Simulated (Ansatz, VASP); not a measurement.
**One calculation of Ru3Pb2Se2, two programs**

The input INCAR:

```
SYSTEM = Ru3Pb2Se2
PREC = Accurate ; ENCUT = 520
EDIFF = 1E-7 ; ISMEAR = -1
SIGMA = 0.0116 ; LREAL = .FALSE.
LASPH = .TRUE. ; NELM = 80
ALGO = Normal ; ISIF = 2
LWAVE = .FALSE. ; LCHARG = .TRUE.
LELF = .TRUE. ; LVHAR = .TRUE.
NBANDS = 50
```

File KPOINTS:

```
Automatic mesh
0
G
  4 4 4
  0 0 0
```

File POSCAR:

```
Ru3Pb2Se2
1.0
    2.8563600000      4.9473550000      0.0000000000
   -2.8563600000      4.9473550000      0.0000000000
    0.0000000000     -3.2982370000      4.8434080000
Ru Se Pb
3 2 2
Direct
    0.0000000000      0.0000000000      0.5000000000
    0.5000000000      0.0000000000      0.5000000000
    0.0000000000      0.5000000000      0.5000000000
    0.2809000000      0.2809000000      0.8427000000
    0.7191000000      0.7191000000      0.1573000000
    0.5000000000      0.5000000000      0.5000000000
    0.0000000000      0.0000000000      0.0000000000
```

Input for Ansatz:

```yaml
crystal:
  lattice:
    - [2.85636, 4.947355, 0.0]
    - [-2.85636, 4.947355, 0.0]
    - [0.0, -3.298237, 4.843408]
  atoms:
    - { symbol: Ru, position: [0.0, 0.0, 0.5] }
    - { symbol: Ru, position: [0.5, 0.0, 0.5] }
    - { symbol: Ru, position: [0.0, 0.5, 0.5] }
    - { symbol: Se, position: [0.2809, 0.2809, 0.8427] }
    - { symbol: Se, position: [0.7191, 0.7191, 0.1573] }
    - { symbol: Pb, position: [0.5, 0.5, 0.5] }
    - { symbol: Pb, position: [0.0, 0.0, 0.0] }
  symmetry: { tolerance: 0.0003 }
kpoints:
  mp_grid: { grid: [4, 4, 4], shift: [0, 0, 0] }
magnetization:
  spin_polarized: false
scf:
  occupations: { method: fermi_dirac, width: 0.0116 }
hamiltonian:
  pseudopotentials: { kind: paw }
  xc: lda
basis:
  ecutwfc: 420
output:
  forces: true
  stress: true
  eigenvalues: true
  write_density: true
  write_potential: true
  elf: true
  volumetric_format: npy
```

Alike in both runs: task single point; functional LDA; k mesh 4 × 4 × 4; occupations fermi-dirac, width 0.0116 eV; no spin polarisation.

```csv
,VASP,Ansatz
version,VASP 6.6.1,Ansatz 0.2.0
potentials or method,"VASP PAW LDA potentials, release 64 (Ru_pv, Se, Pb_d), cutoff 520 eV",PAW plane waves
valence electrons in the cell,82,108
```

```tsv
	VASP	Ansatz	Ansatz less VASP
gap on the k mesh at the Fermi level (eV)	none	none	-
pressure (GPa)	-0.5	-0.9	-0.39
traceless stress, the component that is largest in VASP (GPa)	0.35	0.39	+0.035
rms of the force components (eV/Å)	0.650	0.626	-0.0235
```

LDA's correlation is that of Perdew and Zunger in VASP and of Perdew and Wang (1992) in Ansatz. Atom by atom the forces differ by 0.023 eV/Å (rms over components). A gap of «none» marks a metal or a gap that the smearing closes. VASP's potentials hold 82 valence electrons a cell and Ansatz's 108, so a difference there can come from the potentials and not from the codes. Ansatz's warnings: structure snapped to symmetry.

Neither program's run includes spin-orbit coupling.
